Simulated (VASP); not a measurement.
Write the native input for VASP 6.6.1 that does the following.

| Item | Value |
| --- | --- |
| Task | single point |
| Functional | PBE |
| Potentials or basis | VASP PAW PBE potentials, release 64 (Y_sv) |
| Cutoff | 520 eV |
| k mesh | 14 × 14 × 14 |
| Occupations | fermi-dirac, width 0.08 eV |
| Spin | no spin polarisation |
| Dipole correction | no |
| Further INCAR settings | ALGO = Normal; EDIFF = 1e-06; NBANDS = 12 |

The structure of Y lies in POSCAR:

```
Y
1.0
    0.0000000000      1.9122743573      1.9122743573
    1.9122743573      0.0000000000      1.9122743573
    1.9122743573      1.9122743573      0.0000000000
Y
1
Direct
    0.0000000000      0.0000000000      0.0000000000
```

This isn't the form of Y at room conditions, which is hcp.

The input as run:

INCAR

```
SYSTEM = Y
  ALGO = Normal
  EDIFF = 1E-6
  ENCUT = 520
  GGA = PE
  ISIF = 2
  ISMEAR = -1
  LASPH = .True.
  LCHARG = .True.
  LELF = .True.
  LREAL = .False.
  LVHAR = .True.
  LWAVE = .False.
  NBANDS = 12
  NELM = 100
  PREC = Accurate
  SIGMA = 0.08
```

KPOINTS

```
k-points
0
Gamma
  14 14 14
  0 0 0
```

Potentials or basis: VASP PAW PBE potentials, release 64 (Y_sv).

Command:

```bash
$ cat potpaw_PBE.64/Y_sv/POTCAR > POTCAR
$ mpirun -np 1 vasp_std > vasp.out
```

It gave:

```json
{
 "Pressure": "118.4 GPa",
 "Band gap on the k mesh": "zero (an odd number of electrons rules out a gap without spin polarisation)"
}
```

Caveat: the cell stands under pressure.

Run time: 25 s on 1 thread of Intel Xeon 8259CL (shared host), peak memory 0.15 GiB.
